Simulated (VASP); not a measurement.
# Ge (P6/mmm) in VASP: relaxation of cell and atoms with LDA

Aim: the relaxation of cell and atoms of Ge with LDA.

Everything below comes from runs of VASP 6.6.1. Logs are shortened: lines on timing, memory, paths and dates and some standing lists are left out, and cuts for length are marked.

## Step 1: The cell of the first run

It takes space group P6/mmm (No. 191, hexagonal). The conventional cell has a = 4.768 Å, b = 4.768 Å, c = 2.690 Å, α = 90.00°, β = 90.00°, γ = 120.00°. Ge (site symmetry 6/mmm) has 14 Ge at 2.69 to 3.06 Å within 3.5 Å. Ge (site symmetry -6m2) has 11 Ge at 2.69 to 3.06 Å within 3.5 Å.

This isn't the form of Ge at room conditions, which is diamond.

## Step 2: Relaxation of cell and atoms, LDA, target pressure 1.5 GPa, at which the enthalpy is minimised

INCAR

```
SYSTEM = Ge
PREC = Accurate
ENCUT = 600
EDIFF = 1E-6
ISMEAR = -1
SIGMA = 0.08
LREAL = .FALSE.
LASPH = .TRUE.
NELM = 100
ALGO = Normal
ISIF = 3
LWAVE = .FALSE.
LCHARG = .FALSE.
IBRION = 2
NSW = 32
EDIFFG = -0.005
PSTRESS = 15.0
```

KPOINTS

```
regular mesh
0
G
  8 8 11
  0 0 0
```

POSCAR

```
Ge
1.0
    4.7676269446      0.0000000000      0.0000000000
   -2.3838134723      4.1288860498      0.0000000000
    0.0000000000      0.0000000000      2.6900827912
Ge
3
Direct
    0.0000000000      0.0000000000      0.0000000000
    0.3333333333      0.6666666667      0.5000000000
    0.6666666667      0.3333333333      0.5000000000
```

Potentials or basis: VASP PAW LDA potentials, release 64 (Ge_d).

The run is started by

```
> cat potpaw_LDA.64/Ge_d/POTCAR > POTCAR
> mpirun -np 1 vasp_std > vasp.out
```

OUTCAR:

```text
SYSTEM = Ge
   PREC = Accurate
   ENCUT = 600
   EDIFF = 1E-6
   ISMEAR = -1
   LREAL = .FALSE.
   LASPH = .TRUE.
   NELM = 100
   ISIF = 3
   IBRION = 2
   NSW = 32
   EDIFFG = -0.005
   PSTRESS = 15.0

 ion  position               nearest neighbor table
   1  0.000  0.000  0.000-
   2  0.333  0.667  0.500-   3 2.75   3 2.75   3 2.75
   3  0.667  0.333  0.500-   2 2.75   2 2.75   2 2.75

  LATTYP: Found a hexagonal cell.
 ALAT       =     4.7676269446
 C/A-ratio  =     0.5642393632

  Lattice vectors:

 A1 = (   4.7676269446,   0.0000000000,   0.0000000000)
 A2 = (  -2.3838134723,   4.1288860498,   0.0000000000)
 A3 = (   0.0000000000,   0.0000000000,   2.6900827912)

Analysis of symmetry for initial positions (statically):
=====================================================================
 Subroutine PRICEL returns:
 Original cell was already a primitive cell.

 Routine SETGRP: Setting up the symmetry group for a
 hexagonal supercell.

 Subroutine GETGRP returns: Found 24 space group operations
 (whereof 24 operations were pure point group operations)
 out of a pool of 24 trial point group operations.

The static configuration has the point symmetry D_6h.

Analysis of symmetry for dynamics (positions and initial velocities):
=====================================================================
 Subroutine PRICEL returns:
 Original cell was already a primitive cell.

 Routine SETGRP: Setting up the symmetry group for a
 hexagonal supercell.

 Subroutine GETGRP returns: Found 24 space group operations
 (whereof 24 operations were pure point group operations)
 out of a pool of 24 trial point group operations.

The dynamic configuration has the point symmetry D_6h.

 Subroutine INISYM returns: Found 24 space group operations
 (whereof 24 operations are pure point group operations),
 and found     1 'primitive' translations

----------------------------------------------------------------------------------------

                                     Primitive cell

[... 149 lines left out ...]
  Total        0.5236960      0.5236960      0.5145601      0.0000000      0.0000000      0.0000000
  in kB       15.8448826     15.8448826     15.5684671      0.0000000      0.0000000      0.0000000
  external PRESSURE =       0.7527441 kB  Pullay stress =      15.0000000 kB

 VOLUME and BASIS-vectors are now :
 -----------------------------------------------------------------------------
  energy-cutoff  :      600.00
  volume of cell :       52.95
      direct lattice vectors                 reciprocal lattice vectors
     4.767626945  0.000000000  0.000000000     0.209747955  0.121098038  0.000000000
    -2.383813472  4.128886050  0.000000000     0.000000000  0.242196076  0.000000000
     0.000000000  0.000000000  2.690082791     0.000000000  0.000000000  0.371735771

 POSITION                                       TOTAL-FORCE (eV/Angst)
 -----------------------------------------------------------------------------------
      0.00000      0.00000      0.00000        -0.000000      0.000000      0.000000
     -0.00000      2.75259      1.34504        -0.000000     -0.000000      0.000000
      2.38381      1.37630      1.34504         0.000000      0.000000     -0.000000
 -----------------------------------------------------------------------------------
    total drift:                               -0.000000     -0.000000      0.000000

  FREE ENERGIE OF THE ION-ELECTRON SYSTEM (eV)
  ---------------------------------------------------
  free  energy   TOTEN  =       -14.7014785142 eV

  energy  without entropy=      -14.6780712445  energy(sigma->0) =      -14.68977488

  enthalpy is  TOTEN    =       -14.2057070959 eV   P V=        0.4957714184

--------------------------------------- Ionic step        2  -------------------------------------------

 number of electron      41.9999991 magnetization

 Free energy of the ion-electron system (eV)
  ---------------------------------------------------
  ext. energy  EPLUGINS =         0.00000000
  ---------------------------------------------------
  free energy    TOTEN  =       -14.70211905 eV

  energy without entropy =      -14.67871991  energy(sigma->0) =      -14.69041948

 E-fermi :   7.1476     XC(G=0): -11.9027

 val. band max:        7.0835351061   @ k =   0.2500   0.1250   0.3636
 cond. band min:       7.1549440152   @ k =   0.1250   0.1250   0.1818
 fundamental gap:      0.0714089091
 Fermi energy:         7.1475806034

 k-point     1 :       0.0000    0.0000    0.0000
  band No.  band energies     occupation
      1     -17.8221      2.00000
      2     -17.7214      2.00000
      3     -17.7214      2.00000
      4     -17.6607      2.00000
      5     -17.6607      2.00000
      6     -17.6566      2.00000
[... 661 lines left out ...]
     24      11.1616      0.00000
     25      11.8065      0.00000

 [... further k-points ...]

------------------------ aborting loop because EDIFF is reached ----------------------------------------

  FORCE on cell =-STRESS in cart. coord.  units (eV):
  Direction    XX          YY          ZZ          XY          YZ          ZX
  --------------------------------------------------------------------------------------
  -------------------------------------------------------------------------------------
  Total        0.4930595      0.4930595      0.4985415      0.0000000      0.0000000      0.0000000
  in kB       14.9000586     14.9000586     15.0657205      0.0000000      0.0000000      0.0000000
  external PRESSURE =      -0.0447208 kB  Pullay stress =      15.0000000 kB

 VOLUME and BASIS-vectors are now :
 -----------------------------------------------------------------------------
  energy-cutoff  :      600.00
  volume of cell :       53.02
      direct lattice vectors                 reciprocal lattice vectors
     4.769767857  0.000000000  0.000000000     0.209653809  0.121043683  0.000000000
    -2.384883928  4.130740134 -0.000000000     0.000000000  0.242087366 -0.000000000
    -0.000000000  0.000000000  2.690895568    -0.000000000  0.000000000  0.371623489

 POSITION                                       TOTAL-FORCE (eV/Angst)
 -----------------------------------------------------------------------------------
     -0.00000      0.00000      0.00000        -0.000000     -0.000000      0.000000
     -0.00000      2.75383      1.34545        -0.000000      0.000000      0.000000
      2.38488      1.37691      1.34545         0.000000     -0.000000     -0.000000
 -----------------------------------------------------------------------------------
    total drift:                               -0.000000     -0.000000      0.000000

  FREE ENERGIE OF THE ION-ELECTRON SYSTEM (eV)
  ---------------------------------------------------
  free  energy   TOTEN  =       -14.7021190534 eV

  energy  without entropy=      -14.6787199052  energy(sigma->0) =      -14.69041948

  enthalpy is  TOTEN    =       -14.2057523549 eV   P V=        0.4963666985

 reached required accuracy - stopping structural energy minimisation
```

OSZICAR:

```text
N       E                     dE             d eps       ncg     rms          rms(c)
DAV:   1     0.288815310042E+03    0.28882E+03   -0.24067E+04  3376   0.524E+03
DAV:   2     0.267420632461E+02   -0.26207E+03   -0.25898E+03  3008   0.682E+02
DAV:   3    -0.132938466204E+02   -0.40036E+02   -0.39594E+02  3519   0.184E+02
DAV:   4    -0.147521360284E+02   -0.14583E+01   -0.14499E+01  3512   0.422E+01
DAV:   5    -0.147760966681E+02   -0.23961E-01   -0.23932E-01  3657   0.547E+00    0.244E+00
DAV:   6    -0.147212051956E+02    0.54891E-01   -0.63432E-02  4329   0.101E+01    0.135E+00
DAV:   7    -0.147027086339E+02    0.18497E-01   -0.54881E-02  3750   0.300E+00    0.191E-01
DAV:   8    -0.147015535893E+02    0.11550E-02   -0.45782E-03  3632   0.146E+00    0.798E-02
DAV:   9    -0.147014798072E+02    0.73782E-04   -0.80159E-04  3541   0.442E-01    0.352E-02
DAV:  10    -0.147014794827E+02    0.32450E-06   -0.59950E-05  4098   0.229E-01    0.111E-02
DAV:  11    -0.147014784483E+02    0.10343E-05   -0.13282E-05  3887   0.101E-01    0.187E-03
DAV:  12    -0.147014785142E+02   -0.65933E-07   -0.19820E-06  2046   0.221E-02
   1 F= -.14205707E+02 E0= -.14194003E+02  d E =-.142057E+02
       N       E                     dE             d eps       ncg     rms          rms(c)
DAV:   1    -0.147027885978E+02   -0.13101E-02   -0.99206E-03  3600   0.182E+00    0.152E-01
DAV:   2    -0.147022900394E+02    0.49856E-03   -0.73346E-04  3606   0.485E-01    0.758E-02
DAV:   3    -0.147021297310E+02    0.16031E-03   -0.28570E-04  3925   0.275E-01    0.153E-02
DAV:   4    -0.147021190791E+02    0.10652E-04   -0.26702E-05  3627   0.938E-02    0.419E-03
DAV:   5    -0.147021190534E+02    0.25660E-07   -0.73254E-07  1678   0.133E-02
   2 F= -.14205752E+02 E0= -.14194053E+02  d E =-.452590E-04
```

Wall time 1.7 min (1 thread of Intel Xeon Platinum 8259CL at 2.50GHz (Skylake/Cascade Lake), shared host); peak memory 0.21 GiB.

Results:

```yaml
Free_energy: -14.7021 eV
Relaxed_volume: 17.67 Å³/atom
Relaxed_cell: a = 4.770 Å, b = 4.770 Å, c = 2.691 Å, α = 90.00°, β = 90.00°, γ = 120.00°
Space_group_after_relaxing_to_0.1_Å: P6/mmm (No. 191)
Energy_change_on_relaxing_the_run_minimises_the_enthalpy: -0.2 meV/atom
Ionic_steps: 2
Pressure_after_relaxing: 1.5 GPa
Band_gap_on_the_k_mesh: zero (bands 21 and 22 overlap by 5.21 eV)
```

Step by step:
| step | energy change (eV) | largest force (eV/Å) | pressure (GPa) | volume (Å³) |
| --- | --- | --- | --- | --- |
| 1 | 0.0000 | 0.0000 | 1.58 | 52.95 |
| 2 | -0.0006 | 0.0000 | 1.50 | 53.02 |

Final structure:
```yaml
crystal:
  lattice:
    - [4.76977, 0.00000, 0.00000]
    - [-2.38488, 4.13074, 0.00000]
    - [0.00000, 0.00000, 2.69090]
  atoms:
    - { symbol: Ge, position: [0.00000, 0.00000, 0.00000] }
    - { symbol: Ge, position: [0.33333, 0.66667, 0.50000] }
    - { symbol: Ge, position: [0.66667, 0.33333, 0.50000] }
```

Levels at points of the mesh, in eV from the Fermi level:
| k point | band 19 | band 20 | band 21 | band 22 | band 23 | band 24 |
| --- | --- | --- | --- | --- | --- | --- |
| (0.00, 0.00, 0.00) | -3.52 | -3.52 | -3.45 | -3.45 | 5.82 | 9.00 |
| (0.50, 0.00, 0.00) | -5.78 | 0.94 | 1.04 | 2.81 | 3.08 | 4.64 |

Caveat: the cell is relaxed towards a set pressure, so the run minimises the enthalpy, not the energy.

The gap in the log of VASP goes by the Fermi energy; the results here count the filled bands.